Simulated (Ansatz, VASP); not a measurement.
Ca in VASP and in Ansatz

Contents of INCAR:

```
PREC     = Accurate       # precision mode
ENCUT    = 520            # plane-wave cutoff, eV
EDIFF    = 1E-8           # SCF threshold, eV
ISMEAR   = -1             # smearing method
SIGMA    = 0.05           # smearing width, eV
LREAL    = False          # projectors in reciprocal space
LASPH    = True           # aspherical terms in the spheres
NELM     = 100            # most SCF steps
ALGO     = Normal         # electronic algorithm
ISIF     = 2              # what is computed and relaxed
LWAVE    = False          # write WAVECAR
LCHARG   = False          # write CHGCAR
GGA      = PS             # functional
LEFG     = True         
NBANDS   = 17             # bands
```

File KPOINTS:

```
Automatic mesh
0
Gamma
  6 6 3
```

File POSCAR:

```
Ca
1.0
    1.9712759950     -3.3954901800      0.0000000000
    1.9712759950      3.3954901800      0.0000000000
    0.0000000000      0.0000000000      6.5091117400
Ca
2
Direct
    0.8355866000      0.1644134000      0.2500000000
    0.1644134000      0.8355866000      0.7500000000
```

Input for Ansatz:

```yaml
crystal:
  lattice:
    - [1.971275995, -3.39549018, 0.0]
    - [1.971275995, 3.39549018, 0.0]
    - [0.0, 0.0, 6.50911174]
  atoms:
    - { symbol: Ca, position: [0.8355866, 0.1644134, 0.25] }
    - { symbol: Ca, position: [0.1644134, 0.8355866, 0.75] }
kpoints:
  mp_grid: { grid: [6, 6, 3] }
scf:
  occupations: { method: fermi_dirac, width: 0.05 }
hamiltonian:
  xc: pbesol
  pseudopotentials: { kind: paw }
output:
  forces: true
  stress: true
  eigenvalues: true
  efg: { contact_densities: true }
```

Alike in both runs: task electric field gradients; functional PBEsol; k mesh 6 × 6 × 3; occupations fermi-dirac, width 0.05 eV; no spin polarisation.

|  | VASP | Ansatz |
| --- | --- | --- |
| version | VASP 6.6.1 | Ansatz 0.2.0 |
| potentials or method | VASP PAW PBE potentials, release 64 (Ca_sv) | PAW with Ansatz's default frozen-core files, scalar-relativistic |
| plane-wave cutoff (eV) | 520 | 420 |
| valence electrons in the cell | 20 | 20 |

|  | VASP | Ansatz | Ansatz less VASP |
| --- | --- | --- | --- |
| pressure (GPa) | -1.0 | -1.1 | -0.01 |
| traceless stress, the component that is largest in VASP (GPa) | 0.33 | 0.33 | -0.001 |
| rms of the force components (eV/Å) | 0.009 | 0.009 | +0.0001 |
| size of Vzz on the site where it differs most (V/Å²) | 8.5 | 8.3 | -0.23 |

VASP's potentials were made for PBE, not for PBEsol. Atom by atom the forces differ by 0.000 eV/Å (rms over components).
